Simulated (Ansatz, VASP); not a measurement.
## NaSc7: VASP beside Ansatz

The input INCAR:

```
SYSTEM = NaSc7
PREC = Accurate ; ENCUT = 520
EDIFF = 1E-6 ; ISMEAR = 0
SIGMA = 0.1 ; LREAL = .False.
LASPH = .True. ; NELM = 60
ALGO = Fast ; ISIF = 2
LWAVE = .False. ; LCHARG = .False.
GGA = PE ; NBANDS = 52
```

The input KPOINTS:

```
regular mesh
0
Gamma
  8 8 8
  0 0 0
```

File POSCAR:

```
NaSc7
1.0
    0.0000000000      4.6545222771      4.6545222771
    4.6545222771      0.0000000000      4.6545222771
    4.6545222771      4.6545222771      0.0000000000
Na Sc
1 7
Direct
    0.0000000000      0.0000000000      0.0000000000
    0.5000000000      0.5000000000      0.5000000000
    0.0000000000      0.5000000000      0.0000000000
    0.5000000000      0.0000000000      0.0000000000
    0.0000000000      0.5000000000      0.5000000000
    0.5000000000      0.0000000000      0.5000000000
    0.0000000000      0.0000000000      0.5000000000
    0.5000000000      0.5000000000      0.0000000000
```

Input for Ansatz:

```yaml
crystal:
  lattice:
    - [0.0, 4.6545222771, 4.6545222771]
    - [4.6545222771, 0.0, 4.6545222771]
    - [4.6545222771, 4.6545222771, 0.0]
  atoms:
    - { symbol: Na, position: [0.0, 0.0, 0.0] }
    - { symbol: Sc, position: [0.5, 0.5, 0.5] }
    - { symbol: Sc, position: [0.0, 0.5, 0.0] }
    - { symbol: Sc, position: [0.5, 0.0, 0.0] }
    - { symbol: Sc, position: [0.0, 0.5, 0.5] }
    - { symbol: Sc, position: [0.5, 0.0, 0.5] }
    - { symbol: Sc, position: [0.0, 0.0, 0.5] }
    - { symbol: Sc, position: [0.5, 0.5, 0.0] }
basis:
  ecutwfc: 420
kpoints:
  mp_grid: { grid: [8, 8, 8] }
  band_path:
    path:
      - [[0.0, 0.0, 0.0], [0.5, 0.0, 0.5], [0.625, 0.25, 0.625]]
      - [[0.375, 0.375, 0.75], [0.0, 0.0, 0.0], [0.5, 0.5, 0.5], [0.5, 0.25, 0.75], [0.5, 0.0, 0.5]]
    npoints: 14
hamiltonian:
  xc: pbe
scf:
  occupations: { method: gaussian, width: 0.1 }
  n_extra_bands: 20
output:
  forces: true
  stress: true
  eigenvalues: true
  populations: true
  dos: { projected: true, de: 0.02, nscf_kmesh: { grid: [10, 10, 10] } }
  bader: true
  write_density: true
  write_potential: true
  elf: true
  volumetric_format: npy
```

Alike in both runs: task single point; functional PBE; k mesh 8 × 8 × 8; occupations gaussian, width 0.1 eV; no spin polarisation.

|  | VASP | Ansatz |
| --- | --- | --- |
| version | VASP 6.6.1 | Ansatz 0.2.0 |
| potentials or method | VASP PAW PBE potentials, release 64 (Na_pv, Sc_sv), cutoff 520 eV | scalar-relativistic, plane waves, PAW |
| valence electrons in the cell | 84 | 86 |

|  | VASP | Ansatz | Ansatz less VASP |
| --- | --- | --- | --- |
| gap on the k mesh at the Fermi level (eV) | none | none | - |
| pressure (GPa) | 0.0 | 0.0 | -0.02 |

A gap of «none» marks a metal or a gap that the smearing closes. The functional is the same, so the differences come from potentials, cutoffs and numerics. VASP's potentials hold 84 valence electrons a cell and Ansatz's 86, so a difference there can come from the potentials and not from the codes.
